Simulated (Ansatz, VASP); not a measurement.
**Two plane-wave programs on Ti**

```
CELL_PARAMETERS angstrom
2.97293 0.00000 0.00000
-1.48646 2.57463 0.00000
0.00000 0.00000 9.51155
ATOMIC_POSITIONS crystal
Ti 0.00000 0.00000 0.00000
Ti 0.00000 0.00000 0.50000
Ti 0.33333 0.66667 0.25000
Ti 0.66667 0.33333 0.75000
```

Alike in both runs: task single point; functional PBE; k mesh 14 × 14 × 4; occupations fermi-dirac, width 0.1 eV; no spin polarisation.

|  | VASP | Ansatz |
| --- | --- | --- |
| version | VASP 6.6.1 | Ansatz 0.2.0 |
| potentials or method | VASP PAW PBE potentials, release 64 (Ti_sv), cutoff 520 eV | plane waves (420 eV) with PAW, scalar-relativistic |
| valence electrons in the cell | 48 | 48 |

Ansatz gave:

```
pressure (GPa) : -4.0
```

**Question.** Estimate VASP's values.

**Answer.** Pressure (GPa): -4.2.
